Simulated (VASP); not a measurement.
# HfN (Cmcm) in VASP: notebook

The runs below take HfN through single point, with PBE.

Program: VASP 6.6.1. These are calculated values, not measurements. Logs are shortened: lines on timing, memory, paths and dates and some standing lists are left out, and cuts for length are marked.

## (1) The cell of the first run

Symmetry: Cmcm, No. 63, orthorhombic system. The conventional cell has a = 3.187 Å, b = 5.291 Å, c = 5.478 Å, α = 90.00°, β = 90.00°, γ = 90.00°. Hf (site symmetry m2m) has 6 N at 2.23 to 2.28 Å within 3.0 Å. N (site symmetry 2/m) has 6 Hf at 2.23 to 2.28 Å and 2 N at 2.74 Å within 3.0 Å.

## (2) Single point, PBE

Contents of INCAR:

```
SYSTEM = HfN
PREC = Accurate
ENCUT = 520
EDIFF = 1E-6
ISMEAR = 0
SIGMA = 0.1
LREAL = .FALSE.
LASPH = .TRUE.
NELM = 80
ALGO = Normal
ISIF = 2
LWAVE = .FALSE.
LCHARG = .FALSE.
GGA = PE
NBANDS = 23
```

Contents of KPOINTS:

```
Automatic mesh
0
G
  6 6 4
  0 0 0
```

Contents of POSCAR:

```
HfN
1.0
    1.5934541849     -2.6455077691      0.0000000000
    1.5934541849      2.6455077691      0.0000000000
    0.0000000000      0.0000000000      5.4777791930
Hf N
2 2
Direct
    0.8330591830      0.1669408170      0.7500000000
    0.1669408170      0.8330591830      0.2500000000
    0.5000000000      0.5000000000      0.5000000000
    0.5000000000      0.5000000000      0.0000000000
```

Potentials or basis: VASP PAW PBE potentials, release 64 (Hf_pv, N).

Launch:

```
$ cat potpaw_PBE.64/Hf_pv/POTCAR potpaw_PBE.64/N/POTCAR > POTCAR
$ mpirun -np 1 vasp_std > vasp.out
```

OUTCAR:

```text
SYSTEM = HfN
   PREC = Accurate
   ENCUT = 520
   EDIFF = 1E-6
   ISMEAR = 0
   LREAL = .FALSE.
   LASPH = .TRUE.
   NELM = 80
   ISIF = 2
   GGA = PE

 ion  position               nearest neighbor table
   1  0.833  0.167  0.750-   3 2.23   4 2.23   3 2.28   4 2.28   3 2.28   4 2.28   2 3.26   2 3.26
                             2 3.29   2 3.29   2 3.29   2 3.29
   2  0.167  0.833  0.250-   3 2.23   4 2.23   3 2.28   4 2.28   3 2.28   4 2.28   1 3.26   1 3.26
                             1 3.29   1 3.29   1 3.29   1 3.29
   3  0.500  0.500  0.500-   1 2.23   2 2.23   2 2.28   1 2.28   2 2.28   1 2.28
   4  0.500  0.500  0.000-   1 2.23   2 2.23   2 2.28   1 2.28   2 2.28   1 2.28

  LATTYP: Found a base centered orthorhombic cell.
 ALAT       =     3.1869083698
 B/A-ratio  =     1.6602345986
 C/A-ratio  =     1.7188379951

  Lattice vectors:

 A1 = (   1.5934541849,  -2.6455077691,   0.0000000000)
 A2 = (   1.5934541849,   2.6455077691,   0.0000000000)
 A3 = (   0.0000000000,   0.0000000000,   5.4777791930)

Analysis of symmetry for initial positions (statically):
=====================================================================
 Subroutine PRICEL returns:
 Original cell was already a primitive cell.

 Routine SETGRP: Setting up the symmetry group for a
 base centered orthorhombic supercell.

 Subroutine GETGRP returns: Found  8 space group operations
 (whereof  4 operations were pure point group operations)
 out of a pool of  8 trial point group operations.

The static configuration has the point symmetry C_2h.
 The point group associated with its full space group is D_2h.

Analysis of symmetry for dynamics (positions and initial velocities):
=====================================================================
 Subroutine PRICEL returns:
 Original cell was already a primitive cell.

 Routine SETGRP: Setting up the symmetry group for a
 base centered orthorhombic supercell.

 Subroutine GETGRP returns: Found  8 space group operations
 (whereof  4 operations were pure point group operations)
 out of a pool of  8 trial point group operations.

The dynamic configuration has the point symmetry C_2h.
 The point group associated with its full space group is D_2h.

 Subroutine INISYM returns: Found  8 space group operations
 (whereof  4 operations are pure point group operations),
 and found     1 'primitive' translations

----------------------------------------------------------------------------------------

                                     Primitive cell

[... 89 lines left out ...]
   LNONCOLLINEAR =      F non collinear calculations
   LSORBIT =      F    spin-orbit coupling
   LASPH  =      T    aspherical Exc in radial PAW
   ENCUT  =  520.0 eV  38.22 Ry    6.18 a.u.   5.74  5.74 10.19*2*pi/ulx,y,z
   NELM   =     80;   NELMIN=  2; NELMDL= -5     # of ELM steps
   EDIFF  = 0.1E-05   stopping-criterion for ELM
   LREAL  =      F    real-space projection
   EDIFFG = 0.1E-04   stopping-criterion for IOM
   NSW    =      0    number of steps for IOM
   IBRION =     -1    ionic relax: 0-MD 1-quasi-New 2-CG
   NFREE  =      0    steps in history (QN), initial steepest desc. (CG)
   ISIF   =      2    stress and relaxation
   ISYM   =      2    0-nonsym 1-usesym 2-fastsym
   POTIM  = 0.5000    time-step for ionic-motion
   TEBEG  =    0.0;   TEEND  =   0.0 temperature during run
   PSTRESS=    0.0 pullay stress
   NELECT =      30.0000    total number of electrons
   NUPDOWN=      -1.0000    fix difference up-down
   EMIN   =  10.00;   EMAX   =-10.00  energy-range for DOS
   EFERMI =   0.00;   METHOD = LEGACY
   ISMEAR =     0;   SIGMA  =   0.10  broadening in eV -4-tet -1-fermi 0-gaus
   EFERMI_NEDOS =   21; number of points for ismear=-14 and -15
   IALGO  =     38    algorithm
   IMIX   =      4    mixing-type and parameters
     AMIX     =   0.40;   BMIX     =  1.00
     AMIX_MAG =   1.60;   BMIX_MAG =  1.00
  volume/ion in A,a.u.               =      11.55        77.91
  Fermi-wavevector in a.u.,A,eV,Ry     =   1.417819  2.679290 27.350587  2.010211
  Thomas-Fermi vector in A             =   2.539010
   LORBIT       =      0    0 simple, 1 ext, 2 COOP (PROOUT), +10 PAW based schemes
   GGA     = PE    functional components
   LHFCALC =     F    Hartree Fock is set to
   AEXX    =    0.0000 exact exchange contribution
   IVDW    =     0    specifies the selected vdW correction
   LEPSILON=     F    determine dielectric tensor
   LRPA    =     F    only Hartree local field effects (RPA)
 non-spin polarized calculation
 Gauss-broadening in eV      SIGMA  =   0.10
  energy-cutoff  :      520.00
  volume of cell :       46.18
 maximum number of plane-waves:      1254
   NGX = 11   NGY = 11   NGZ = 21

 number of electron      29.9999997 magnetization

 Free energy of the ion-electron system (eV)
  ---------------------------------------------------
  ext. energy  EPLUGINS =         0.00000000
  ---------------------------------------------------
  free energy    TOTEN  =       -43.33384115 eV

  energy without entropy =      -43.32665444  energy(sigma->0) =      -43.33024779

 E-fermi :   7.7806     XC(G=0): -12.7314

 val. band max:        7.7584494656   @ k =   0.5000   0.3333   0.5000
 cond. band min:       7.8343714336   @ k =   0.3333   0.1667   0.5000
 fundamental gap:      0.0759219680
 Fermi energy:         7.7805788024

 k-point     1 :       0.0000    0.0000    0.0000
  band No.  band energies     occupation
      1     -23.7951      2.00000
      2     -22.9717      2.00000
      3     -22.8643      2.00000
      4     -22.8157      2.00000
      5     -22.8088      2.00000
      6     -22.7624      2.00000
[... 613 lines left out ...]
     22      14.2231      0.00000
     23      14.8145      0.00000

 [... further k-points ...]
[... 5 lines left out ...]
  --------------------------------------------------------------------------------------
  -------------------------------------------------------------------------------------
  Total       -0.6593412      3.8598640     -0.1979069      0.0000000      0.0000000      0.0000000
  in kB      -22.8737662    133.9058172     -6.8657579      0.0000000      0.0000000      0.0000000
  external PRESSURE =      34.7220977 kB  Pullay stress =       0.0000000 kB

 VOLUME and BASIS-vectors are now :
 -----------------------------------------------------------------------------
  energy-cutoff  :      520.00
  volume of cell :       46.18
      direct lattice vectors                 reciprocal lattice vectors
     1.593454185 -2.645507769  0.000000000     0.313783731 -0.188999634  0.000000000
     1.593454185  2.645507769  0.000000000     0.313783731  0.188999634  0.000000000
     0.000000000  0.000000000  5.477779193     0.000000000  0.000000000  0.182555734

 POSITION                                       TOTAL-FORCE (eV/Angst)
 -----------------------------------------------------------------------------------
      1.59345     -1.76222      4.10833        -0.000000      0.044304     -0.000000
      1.59345      1.76222      1.36944        -0.000000     -0.044304      0.000000
      1.59345      0.00000      2.73889         0.000000     -0.000000      0.000000
      1.59345      0.00000      0.00000        -0.000000      0.000000      0.000000
 -----------------------------------------------------------------------------------
    total drift:                                0.000000     -0.000000     -0.000000

  FREE ENERGIE OF THE ION-ELECTRON SYSTEM (eV)
  ---------------------------------------------------
  free  energy   TOTEN  =       -43.3338411494 eV

  energy  without entropy=      -43.3266544379  energy(sigma->0) =      -43.33024779
```

OSZICAR:

```text
N       E                     dE             d eps       ncg     rms          rms(c)
DAV:   1     0.123313938542E+03    0.12331E+03   -0.16789E+04  1802   0.131E+03
DAV:   2    -0.426552819083E+02   -0.16597E+03   -0.15822E+03  2295   0.326E+02
DAV:   3    -0.493892603723E+02   -0.67340E+01   -0.66665E+01  2337   0.533E+01
DAV:   4    -0.494430705834E+02   -0.53810E-01   -0.53760E-01  2042   0.520E+00
DAV:   5    -0.494437451009E+02   -0.67452E-03   -0.67441E-03  2392   0.485E-01    0.736E+01
DAV:   6    -0.434932123495E+02    0.59505E+01   -0.26835E+01  2169   0.269E+01    0.568E+01
DAV:   7    -0.433702739627E+02    0.12294E+00   -0.18736E+00  2126   0.841E+00    0.246E+01
DAV:   8    -0.433426533661E+02    0.27621E-01   -0.12785E-01  2322   0.246E+00    0.425E+00
DAV:   9    -0.433350047157E+02    0.76487E-02   -0.47550E-02  2116   0.120E+00    0.322E+00
DAV:  10    -0.433341261936E+02    0.87852E-03   -0.10095E-02  2153   0.616E-01    0.107E+00
DAV:  11    -0.433338395339E+02    0.28666E-03   -0.12704E-03  2223   0.230E-01    0.645E-02
DAV:  12    -0.433338413351E+02   -0.18012E-05   -0.71924E-05  2270   0.567E-02    0.142E-01
DAV:  13    -0.433338411494E+02    0.18575E-06   -0.64472E-06  2089   0.160E-02
   1 F= -.43333841E+02 E0= -.43330248E+02  d E =-.718671E-02
```

It took 21 s on 1 thread of Intel Xeon Platinum 8488C (Sapphire Rapids), shared host; peak memory 0.18 GiB.

Results:

```
Free energy            : -43.3338 eV
Pressure               : 3.5 GPa
Largest force          : 0.044 eV/Å
Band gap on the k mesh : zero (band 15 reaches 9.64 eV, above the bottom of band 16 at 7.45 eV)
```

Forces on the atoms (eV/Å):
```
Hf   0.000  0.044  0.000
Hf   0.000 -0.044  0.000
N    0.000  0.000  0.000
N    0.000  0.000  0.000
```

Levels at points of the mesh, in eV from the Fermi level:
```csv
k point,band 11,band 12,band 13,band 14,band 15,band 16,band 17,band 18,band 19,band 20
"(0.00, 0.00, 0.00)",-4.28,-3.45,-3.33,-1.74,-0.64,0.49,1.24,1.30,2.00,2.16
"(0.50, 0.00, 0.00)",-5.65,-5.14,-3.00,-2.68,-2.44,2.35,2.98,4.60,4.78,5.62
"(0.50, 0.50, 0.00)",-5.57,-5.52,-3.23,-2.58,-2.40,2.58,2.65,4.57,4.83,5.30
"(0.00, 0.00, 0.50)",-4.31,-4.31,-3.99,-3.99,1.86,1.86,2.73,2.73,3.10,3.10
"(0.50, 0.00, 0.50)",-5.37,-5.37,-4.17,-4.17,-0.19,-0.19,4.65,4.65,5.21,5.21
"(0.50, 0.50, 0.50)",-5.41,-5.41,-4.50,-4.50,-0.08,-0.08,4.90,4.90,5.14,5.14
```

Caveat: the k points lie up to 0.38 Å⁻¹ apart; spin-orbit coupling is left out, which moves the levels of the heavy elements.

## (3) Single point, PBE

This run uses another cell than the first one, of 11.78 Å³/atom, 1.021 times its volume.

Contents of INCAR:

```
ALGO = Normal ; EDIFF = 1E-6
ENCUT = 520 ; GGA = PE
ISIF = 2 ; ISMEAR = 0
LASPH = T ; LCHARG = T
LELF = T ; LREAL = F
LVHAR = T ; LWAVE = F
NBANDS = 23 ; NELM = 80
PREC = Accurate ; SIGMA = 0.1
```

Contents of KPOINTS:

```
k-points
0
Gamma
  6 6 4
```

Contents of POSCAR:

```
HfN
1.0
    1.5791331220     -2.7297745561      0.0000000000
    1.5791331220      2.7297745561      0.0000000000
    0.0000000000      0.0000000000      5.4675452214
Hf N
2 2
Direct
    0.8332643152      0.1667356848      0.7500000000
    0.1667356848      0.8332643152      0.2500000000
    0.5000000000      0.5000000000      0.5000000000
    0.5000000000      0.5000000000      0.0000000000
```

Potentials or basis: VASP PAW PBE potentials, release 64 (Hf_pv, N).

Launch:

```
$ cat potpaw_PBE.64/Hf_pv/POTCAR potpaw_PBE.64/N/POTCAR > POTCAR
$ mpirun -np 1 vasp_std > vasp.out
```

It took 34 s on 1 thread of Intel Xeon Platinum 8488C (Sapphire Rapids), shared host; peak memory 0.18 GiB.

Results (log left out):

| Item | Value |
| --- | --- |
| Free energy | -43.3928 eV |
| Pressure | -2.2 GPa |
| Band gap on the k mesh | zero (band 15 reaches 9.52 eV, above the bottom of band 16 at 7.29 eV) |

Stress tensor (GPa, compression positive):
```
-2.59  0.00  0.00
 0.00 -1.90  0.00
 0.00  0.00 -2.16
```

Levels at points of the mesh, in eV from the Fermi level:
| k point | band 13 | band 14 | band 15 | band 16 | band 17 | band 18 |
| --- | --- | --- | --- | --- | --- | --- |
| (0.00, 0.00, 0.00) | -3.37 | -1.61 | -0.45 | 0.86 | 0.90 | 1.07 |
| (0.50, 0.00, 0.00) | -3.09 | -2.58 | -2.29 | 2.48 | 2.81 | 4.49 |
| (0.50, 0.50, 0.00) | -3.10 | -2.58 | -2.29 | 2.49 | 2.80 | 4.50 |
| (0.00, 0.00, 0.50) | -4.13 | -4.13 | 1.94 | 1.94 | 2.97 | 2.97 |
| (0.50, 0.00, 0.50) | -4.24 | -4.24 | -0.14 | -0.14 | 4.75 | 4.75 |
| (0.50, 0.50, 0.50) | -4.26 | -4.26 | -0.14 | -0.14 | 4.75 | 4.75 |

Caveat: the k points lie up to 0.38 Å⁻¹ apart; spin-orbit coupling is left out, which moves the levels of the heavy elements.
